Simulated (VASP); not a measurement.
# NaCl (Fm-3m) in VASP: a series of runs

NaCl is run at these levels: PBE, r2SCAN, HSE06; tasks: single point.

All numbers are computed with VASP 6.6.1; they aren't measurements. Logs are shortened: lines on timing, memory, paths and dates and some standing lists are left out, and cuts for length are marked.

## 1. The cell of the first run

The structure is cubic, space group Fm-3m (No. 225). Conventional cell: a = 5.279 Å, b = 5.279 Å, c = 5.279 Å, α = 90.00°, β = 90.00°, γ = 90.00°. Within 3.5 Å of Na (site symmetry m-3m) lie 6 Cl at 2.64 Å. Cl (site symmetry m-3m) has 6 Na at 2.64 Å within 3.5 Å.

## 2. Single point, PBE (strain -5.8%)

The input, INCAR:

```
SYSTEM = NaCl
PREC = Accurate
ENCUT = 520
EDIFF = 1E-6
ISMEAR = -1
SIGMA = 0.02
LREAL = .FALSE.
LASPH = .TRUE.
NELM = 60
ALGO = Normal
ISIF = 2
LWAVE = .FALSE.
LCHARG = .FALSE.
GGA = PE
NBANDS = 14
```

The input, KPOINTS:

```
Automatic mesh
0
G
  8 8 8
  0 0 0
```

The input, POSCAR:

```
NaCl
1.0
    0.0000000000      2.6393326955      2.6393326955
    2.6393326955      0.0000000000      2.6393326955
    2.6393326955      2.6393326955      0.0000000000
Na Cl
1 1
Direct
    0.0000000000      0.0000000000      0.0000000000
    0.5000000000      0.5000000000      0.5000000000
```

Potentials or basis: VASP PAW PBE potentials, release 64 (Na_pv, Cl).

Started as:

```
$ cat potpaw_PBE.64/Na_pv/POTCAR potpaw_PBE.64/Cl/POTCAR > POTCAR
$ mpirun -np 1 vasp_std > vasp.out
```

OUTCAR:

```text
SYSTEM = NaCl
   PREC = Accurate
   ENCUT = 520
   EDIFF = 1E-6
   ISMEAR = -1
   LREAL = .FALSE.
   LASPH = .TRUE.
   NELM = 60
   ISIF = 2
   GGA = PE

 ion  position               nearest neighbor table
   1  0.000  0.000  0.000-   2 2.64   2 2.64   2 2.64   2 2.64   2 2.64   2 2.64
   2  0.500  0.500  0.500-   1 2.64   1 2.64   1 2.64   1 2.64   1 2.64   1 2.64

  LATTYP: Found a face centered cubic cell.
 ALAT       =     5.2786653910

  Lattice vectors:

 A1 = (   0.0000000000,   2.6393326955,   2.6393326955)
 A2 = (   2.6393326955,   0.0000000000,   2.6393326955)
 A3 = (   2.6393326955,   2.6393326955,   0.0000000000)

Analysis of symmetry for initial positions (statically):
=====================================================================
 Subroutine PRICEL returns:
 Original cell was already a primitive cell.

 Routine SETGRP: Setting up the symmetry group for a
 face centered cubic supercell.

 Subroutine GETGRP returns: Found 48 space group operations
 (whereof 48 operations were pure point group operations)
 out of a pool of 48 trial point group operations.

The static configuration has the point symmetry O_h .

Analysis of symmetry for dynamics (positions and initial velocities):
=====================================================================
 Subroutine PRICEL returns:
 Original cell was already a primitive cell.

 Routine SETGRP: Setting up the symmetry group for a
 face centered cubic supercell.

 Subroutine GETGRP returns: Found 48 space group operations
 (whereof 48 operations were pure point group operations)
 out of a pool of 48 trial point group operations.

The dynamic configuration has the point symmetry O_h .

 Subroutine INISYM returns: Found 48 space group operations
 (whereof 48 operations are pure point group operations),
 and found     1 'primitive' translations

----------------------------------------------------------------------------------------

                                     Primitive cell

  volume of cell :      36.7716

  direct lattice vectors                    reciprocal lattice vectors
     0.000000000  2.639332695  2.639332695    -0.189441824  0.189441824  0.189441824
     2.639332695  0.000000000  2.639332695     0.189441824 -0.189441824  0.189441824
     2.639332695  2.639332695  0.000000000     0.189441824  0.189441824 -0.189441824

  length of vectors
     3.732580094  3.732580094  3.732580094     0.328122864  0.328122864  0.328122864

  position of ions in fractional coordinates (direct lattice)
     0.000000000  0.000000000  0.000000000
     0.500000000  0.500000000  0.500000000

  ion indices of the primitive-cell ions
   primitive index   ion index
                 1           1
                 2           2

----------------------------------------------------------------------------------------

 KPOINTS: Automatic mesh

Automatic generation of k-mesh.
 Grid dimensions read from file:
 generate k-points for:    8    8    8

 Generating k-lattice:

  Cartesian coordinates                     Fractional coordinates (reciprocal lattice)
    -0.023680228  0.023680228  0.023680228     0.125000000  0.000000000  0.000000000
     0.023680228 -0.023680228  0.023680228     0.000000000  0.125000000  0.000000000
     0.023680228  0.023680228 -0.023680228     0.000000000  0.000000000  0.125000000

  Length of vectors
     0.041015358  0.041015358  0.041015358

  Shift w.r.t. Gamma in fractional coordinates (k-lattice)
     0.000000000  0.000000000  0.000000000

 Subroutine IBZKPT returns following result:
 ===========================================

 Found     29 irreducible k-points:

 Following reciprocal coordinates:
            Coordinates               Weight
  0.000000  0.000000  0.000000      1.000000
  0.125000  0.000000  0.000000      8.000000
  0.250000  0.000000  0.000000      8.000000
  0.375000  0.000000  0.000000      8.000000
  0.500000  0.000000  0.000000      4.000000
  0.125000  0.125000  0.000000      6.000000
[... 16 lines left out ...]
  0.500000  0.250000  0.125000     48.000000
 -0.375000  0.250000  0.125000     24.000000
 [... further k-points ...]
   k-points           NKPTS =     29   k-points in BZ     NKDIM =     29   number of bands    NBANDS=     14
   number of dos      NEDOS =    301   number of ions     NIONS =      2
   total plane-waves  NPLWV =  21952
   dimension x,y,z NGX =    28 NGY =   28 NGZ =   28
   dimension x,y,z NGXF=    56 NGYF=   56 NGZF=   56
   ions per type =               1   1
   NGX,Y,Z   is equivalent  to a cutoff of  12.47, 12.47, 12.47 a.u.
   NGXF,Y,Z  is equivalent  to a cutoff of  24.94, 24.94, 24.94 a.u.
 SYSTEM =  NaCl
   PREC   = accura    normal or accurate (medium, high low for compatibility)
   ISTART =      0    job   : 0-new  1-cont  2-samecut
   ICHARG =      2    charge: 1-file 2-atom 10-const
   ISPIN  =      1    spin polarized calculation?
   LNONCOLLINEAR =      F non collinear calculations
   LSORBIT =      F    spin-orbit coupling
   LASPH  =      T    aspherical Exc in radial PAW
   ENCUT  =  520.0 eV  38.22 Ry    6.18 a.u.   6.94  6.94  6.94*2*pi/ulx,y,z
   NELM   =     60;   NELMIN=  2; NELMDL= -5     # of ELM steps
   EDIFF  = 0.1E-05   stopping-criterion for ELM
   LREAL  =      F    real-space projection
   EDIFFG = 0.1E-04   stopping-criterion for IOM
   NSW    =      0    number of steps for IOM
   IBRION =     -1    ionic relax: 0-MD 1-quasi-New 2-CG
   NFREE  =      0    steps in history (QN), initial steepest desc. (CG)
   ISIF   =      2    stress and relaxation
   ISYM   =      2    0-nonsym 1-usesym 2-fastsym
   POTIM  = 0.5000    time-step for ionic-motion
   TEBEG  =    0.0;   TEEND  =   0.0 temperature during run
   PSTRESS=    0.0 pullay stress
   NELECT =      14.0000    total number of electrons
   NUPDOWN=      -1.0000    fix difference up-down
   EMIN   =  10.00;   EMAX   =-10.00  energy-range for DOS
   EFERMI =   0.00;   METHOD = LEGACY
   ISMEAR =    -1;   SIGMA  =   0.02  broadening in eV -4-tet -1-fermi 0-gaus
   EFERMI_NEDOS =   21; number of points for ismear=-14 and -15
   IALGO  =     38    algorithm
   IMIX   =      4    mixing-type and parameters
     AMIX     =   0.40;   BMIX     =  1.00
     AMIX_MAG =   1.60;   BMIX_MAG =  1.00
  volume/ion in A,a.u.               =      18.39       124.07
  Fermi-wavevector in a.u.,A,eV,Ry     =   1.186534  2.242223 19.155125  1.407862
  Thomas-Fermi vector in A             =   2.322704
   LORBIT       =      0    0 simple, 1 ext, 2 COOP (PROOUT), +10 PAW based schemes
   GGA     = PE    functional components
   LHFCALC =     F    Hartree Fock is set to
   AEXX    =    0.0000 exact exchange contribution
   IVDW    =     0    specifies the selected vdW correction
   LEPSILON=     F    determine dielectric tensor
   LRPA    =     F    only Hartree local field effects (RPA)
 non-spin polarized calculation
  energy-cutoff  :      520.00
  volume of cell :       36.77
 maximum number of plane-waves:      1002
   NGX = 13   NGY = 13   NGZ = 13

 number of electron      13.9999994 magnetization

 Free energy of the ion-electron system (eV)
  ---------------------------------------------------
  ext. energy  EPLUGINS =         0.00000000
  ---------------------------------------------------
  free energy    TOTEN  =        -6.55839886 eV

  energy without entropy =       -6.55839886  energy(sigma->0) =       -6.55839886

 E-fermi :   1.0991     XC(G=0):  -9.0508

 val. band max:        0.5918662852   @ k =   0.0000   0.0000   0.0000
 cond. band min:       6.5846548899   @ k =   0.0000   0.0000   0.0000
 fundamental gap:      5.9927886047
 Fermi energy:         1.0990540685

 k-point     1 :       0.0000    0.0000    0.0000
  band No.  band energies     occupation
      1     -19.9328      2.00000
      2     -19.9327      2.00000
      3     -19.9327      2.00000
      4     -12.6126      2.00000
      5       0.5919      2.00000
      6       0.5919      2.00000
      7       0.5919      2.00000
      8       6.5847      0.00000
      9      11.8451      0.00000
     10      11.8451      0.00000
     11      11.8452      0.00000
     12      14.2907      0.00000
     13      14.2907      0.00000
     14      16.2271      0.00000

 k-point     2 :       0.1250    0.0000    0.0000
  band No.  band energies     occupation
      1     -19.9439      2.00000
      2     -19.9334      2.00000
      3     -19.9334      2.00000
      4     -12.5305      2.00000
      5       0.0962      2.00000
      6       0.5292      2.00000
      7       0.5292      2.00000
      8       7.1581      0.00000
      9      11.3358      0.00000
     10      12.0930      0.00000
     11      12.0930      0.00000
     12      14.1041      0.00000
     13      14.1041      0.00000
     14      17.3660      0.00000

 k-point     3 :       0.2500    0.0000    0.0000
  band No.  band energies     occupation
      1     -19.9704      2.00000
      2     -19.9349      2.00000
      3     -19.9349      2.00000
      4     -12.3240      2.00000
      5      -0.8838      2.00000
      6       0.3843      2.00000
      7       0.3843      2.00000
      8       8.0636      0.00000
      9      11.1164      0.00000
     10      12.3337      0.00000
     11      12.3337      0.00000
     12      14.4032      0.00000
     13      14.4032      0.00000
     14      17.8172      0.00000

 k-point     4 :       0.3750    0.0000    0.0000
  band No.  band energies     occupation
      1     -19.9963      2.00000
      2     -19.9365      2.00000
      3     -19.9364      2.00000
      4     -12.1041      2.00000
      5      -1.7038      2.00000
      6       0.2474      2.00000
      7       0.2474      2.00000
      8       8.2401      0.00000
      9      12.1320      0.00000
     10      12.1320      0.00000
     11      12.1465      0.00000
     12      15.9363      0.00000
     13      15.9363      0.00000
     14      17.1930      0.00000

 k-point     5 :       0.5000    0.0000    0.0000
  band No.  band energies     occupation
      1     -20.0069      2.00000
      2     -19.9371      2.00000
      3     -19.9371      2.00000
      4     -12.0084      2.00000
      5      -2.0164      2.00000
      6       0.1928      2.00000
      7       0.1928      2.00000
      8       8.1860      0.00000
      9      12.0111      0.00000
     10      12.0111      0.00000
     11      12.9440      0.00000
[... 276 lines left out ...]
 k-point    22 :       0.3750    0.2500    0.1250
  band No.  band energies     occupation
      1     -19.9738      2.00000
      2     -19.9453      2.00000
      3     -19.9377      2.00000
      4     -12.1940      2.00000
      5      -1.0897      2.00000
      6      -0.0638      2.00000
      7       0.2215      2.00000
      8       9.1335      0.00000
      9      10.0311      0.00000
     10      11.7356      0.00000
     11      13.5250      0.00000
     12      13.6933      0.00000
     13      16.1543      0.00000
     14      20.4088      0.00000

 k-point    23 :       0.5000    0.2500    0.1250
  band No.  band energies     occupation
      1     -19.9860      2.00000
      2     -19.9502      2.00000
      3     -19.9405      2.00000
      4     -12.0334      2.00000
      5      -1.4920      2.00000
      6      -0.3726      2.00000
      7       0.0693      2.00000
      8       9.4371      0.00000
      9      10.8718      0.00000
     10      11.0941      0.00000
     11      13.2438      0.00000
     12      15.1631      0.00000
     13      18.0765      0.00000
     14      18.3216      0.00000

 k-point    24 :      -0.3750    0.2500    0.1250
  band No.  band energies     occupation
      1     -19.9912      2.00000
      2     -19.9512      2.00000
      3     -19.9423      2.00000
      4     -11.9646      2.00000
      5      -1.6576      2.00000
      6      -0.4825      2.00000
      7      -0.0030      2.00000
      8       9.4024      0.00000
      9      10.7986      0.00000
     10      11.8352      0.00000
     11      13.0336      0.00000
     12      15.9641      0.00000
     13      17.5985      0.00000
     14      18.4769      0.00000

 [... further k-points ...]

------------------------ aborting loop because EDIFF is reached ----------------------------------------

  FORCE on cell =-STRESS in cart. coord.  units (eV):
  Direction    XX          YY          ZZ          XY          YZ          ZX
  --------------------------------------------------------------------------------------
  -------------------------------------------------------------------------------------
  Total        2.1146407      2.1146407      2.1146407     -0.0000000      0.0000000     -0.0000000
  in kB       92.1371474     92.1371474     92.1371474     -0.0000000      0.0000000     -0.0000000
  external PRESSURE =      92.1371474 kB  Pullay stress =       0.0000000 kB

 VOLUME and BASIS-vectors are now :
 -----------------------------------------------------------------------------
  energy-cutoff  :      520.00
  volume of cell :       36.77
      direct lattice vectors                 reciprocal lattice vectors
     0.000000000  2.639332695  2.639332695    -0.189441824  0.189441824  0.189441824
     2.639332695  0.000000000  2.639332695     0.189441824 -0.189441824  0.189441824
     2.639332695  2.639332695  0.000000000     0.189441824  0.189441824 -0.189441824

 POSITION                                       TOTAL-FORCE (eV/Angst)
 -----------------------------------------------------------------------------------
      0.00000      0.00000      0.00000         0.000000     -0.000000     -0.000000
      2.63933      2.63933      2.63933        -0.000000      0.000000      0.000000
 -----------------------------------------------------------------------------------
    total drift:                                0.000000      0.000000      0.000000

  FREE ENERGIE OF THE ION-ELECTRON SYSTEM (eV)
  ---------------------------------------------------
  free  energy   TOTEN  =        -6.5583988632 eV

  energy  without entropy=       -6.5583988632  energy(sigma->0) =       -6.55839886
```

It took 12 s on 1 thread of Intel Xeon Platinum 8259CL at 2.50GHz (Skylake/Cascade Lake), shared host; peak memory 0.15 GiB.

Results:

```
Free energy            : -6.5584 eV
Pressure               : 9.2 GPa
Band gap on the k mesh : 5.99 eV
```

Levels at points of the mesh, in eV from the valence-band top:
```
           k point  band 3  band 4  band 5  band 6  band 7  band 8  band 9  band 10  band 11  band 12
(0.00, 0.00, 0.00)  -20.52  -13.20    0.00    0.00    0.00    5.99   11.25    11.25    11.25    13.70
(0.50, 0.00, 0.00)  -20.53  -12.60   -2.61   -0.40   -0.40    7.59   11.42    11.42    12.35    16.36
(0.50, 0.50, 0.00)  -20.54  -12.55   -2.25   -0.81   -0.81    7.81    8.10    12.84    15.97    16.67
```

Caveat: the cell differs from its parent crystal (strain -5.8%); the cell stands under pressure.

## 3. Single point, r2SCAN (strain -5.8%)

POSCAR is that of step 2.

The input, INCAR.step1:

```
SYSTEM = NaCl
PREC     = Accurate       ! precision mode
ENCUT    = 520            ! plane-wave cutoff, eV
ISMEAR   = 0              ! smearing method
SIGMA    = 0.01           ! smearing width, eV
LREAL    = .False.        ! projectors in reciprocal space
LASPH    = .True.         ! aspherical terms in the spheres
NELM     = 100            ! most SCF steps
NBANDS   = 14             ! bands
GGA      = PE             ! functional
ALGO     = Normal         ! electronic algorithm
EDIFF    = 1E-4           ! SCF threshold, eV
LWAVE    = .True.         ! write WAVECAR
LCHARG   = .False.        ! write CHGCAR
```

The input, INCAR.step2:

```
SYSTEM = NaCl
PREC     = Accurate       ! precision mode
ENCUT    = 520            ! plane-wave cutoff, eV
EDIFF    = 1E-6           ! SCF threshold, eV
ISMEAR   = 0              ! smearing method
SIGMA    = 0.01           ! smearing width, eV
LREAL    = .False.        ! projectors in reciprocal space
LASPH    = .True.         ! aspherical terms in the spheres
NELM     = 100            ! most SCF steps
ALGO     = Normal         ! electronic algorithm
ISIF     = 2              ! what is computed and relaxed
LWAVE    = .False.        ! write WAVECAR
LCHARG   = .False.        ! write CHGCAR
METAGGA  = R2SCAN         ! meta-GGA
LMIXTAU  = .True.       
NBANDS   = 14             ! bands
ISTART   = 1
```

The input, KPOINTS:

```
Automatic mesh
0
Gamma
  8 8 8
  0 0 0
```

Potentials or basis: VASP PAW PBE potentials, release 64 (Na_pv, Cl).

Started as:

```
$ cat potpaw_PBE.64/Na_pv/POTCAR potpaw_PBE.64/Cl/POTCAR > POTCAR
$ cp INCAR.step1 INCAR
$ mpirun -np 1 vasp_std > vasp.out
$ cp INCAR.step2 INCAR
$ mpirun -np 1 vasp_std > vasp.out
```

Run time: 60 s. Hardware: 1 thread of Intel Xeon Platinum 8259CL at 2.50GHz (Skylake/Cascade Lake), shared host; peak memory 0.16 GiB.

Results (log left out):

```
Free energy            : -13.6571 eV
Pressure               : 7.3 GPa
Band gap on the k mesh : 6.88 eV
```

Levels at points of the mesh, in eV from the valence-band top:
```tsv
k point	band 4	band 5	band 6	band 7	band 8	band 9	band 10	band 11
(0.00, 0.00, 0.00)	-13.77	0.00	0.00	0.00	6.88	11.88	11.88	11.88
(0.50, 0.00, 0.00)	-13.17	-2.61	-0.42	-0.42	8.29	12.21	12.21	13.39
(0.50, 0.50, 0.00)	-13.12	-2.28	-0.83	-0.83	8.35	9.01	13.83	16.73
```

Caveat: the cell differs from its parent crystal (strain -5.8%); the cell stands under pressure; the PAW data sets were made with another functional, which shifts forces and pressure a little.

(Continued in part 2 of 2.)
